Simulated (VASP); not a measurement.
Set up this calculation in VASP 6.6.1, as the native input.

| Property | Result |
| --- | --- |
| Task | single point |
| Functional | PBE |
| Potentials or basis | VASP PAW PBE potentials, release 64 (Ta_pv, As) |
| Cutoff | 520 eV |
| k mesh | 18 × 18 × 18 |
| Occupations | fermi-dirac, width 0.15 eV |
| Spin | no spin polarisation |
| Dipole correction | no |
| Further INCAR settings | ALGO = Normal; EDIFF = 1e-06; NBANDS = 24 |

The structure of TaAs lies in POSCAR:

```
TaAs
1.0
   -1.7319944677      1.7319944677      5.8664874093
    1.7319944677     -1.7319944677      5.8664874093
    1.7319944677      1.7319944677     -5.8664874093
Ta As
2 2
Direct
    0.5001820308      1.0001820308      0.5000000000
    0.7501820308      0.7501820308      0.0000000000
    0.0824173892      0.5824173892      0.5000000000
    0.3324173892      0.3324173892      0.0000000000
```

The input as run:

INCAR

```
ALGO = Normal
EDIFF = 1E-6
ENCUT = 520
GGA = PE
ISIF = 2
ISMEAR = -1
LASPH = True
LCHARG = False
LREAL = False
LWAVE = False
NBANDS = 24
NELM = 60
PREC = Accurate
SIGMA = 0.15
```

KPOINTS

```
k-points
0
Gamma
  18 18 18
```

Potentials or basis: VASP PAW PBE potentials, release 64 (Ta_pv, As).

Command:

```bash
$ cat potpaw_PBE.64/Ta_pv/POTCAR potpaw_PBE.64/As/POTCAR > POTCAR
$ mpirun -np 1 vasp_std > vasp.out
```

Results of the run:

```
Pressure               : 0.4 GPa
Band gap on the k mesh : zero (bands 16 and 17 overlap by 0.02 eV)
```

Caveat: spin-orbit coupling is left out, which moves the levels of the heavy elements.

Run time: 15 min on 1 thread of Intel(R) Xeon(R) 6975P-C (Granite Rapids), on a shared host, peak memory 0.88 GiB.
